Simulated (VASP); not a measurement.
Crystal: Sc.

```xyz
1
Lattice="0.0000 2.3200 2.3200 2.3200 0.0000 2.3200 2.3200 2.3200 0.0000" Properties=species:S:1:pos:R:3 pbc="T T T"
Sc    0.0000    0.0000    0.0000
```

This isn't the form of Sc at room conditions, which is hcp.

```yaml
Program: VASP 6.6.1
Task: relaxation of cell and atoms
Functional: LDA
Potentials_or_basis: VASP PAW LDA potentials, release 64 (Sc_sv)
Cutoff: 500 eV
k_mesh: 8 × 8 × 8
Occupations: gaussian, width 0.1 eV
Spin: no spin polarisation
```

At the start: pressure -5.4 GPa; volume 24.97 Å³/atom.

**Question.** How do energy, volume and symmetry change on relaxing?

**Answer.** Over 3 steps the energy falls by 49.6 meV/atom and the volume is 22.30 Å³/atom (-10.7 %); space group Fm-3m (No. 225, to 0.1 Å) before and after.

Step by step:
```tsv
step	energy change (eV)	largest force (eV/Å)	pressure (GPa)	volume (Å³)
1	0.0000	0.0000	-5.44	24.97
2	-0.0490	0.0000	0.75	22.03
3	-0.0496	0.0000	0.01	22.30
```

Final structure:
```
Sc
1.0
     0.00000    2.23400    2.23400
     2.23400    0.00000    2.23400
     2.23400    2.23400    0.00000
Sc
1
Direct
  0.00000 0.00000 0.00000
```
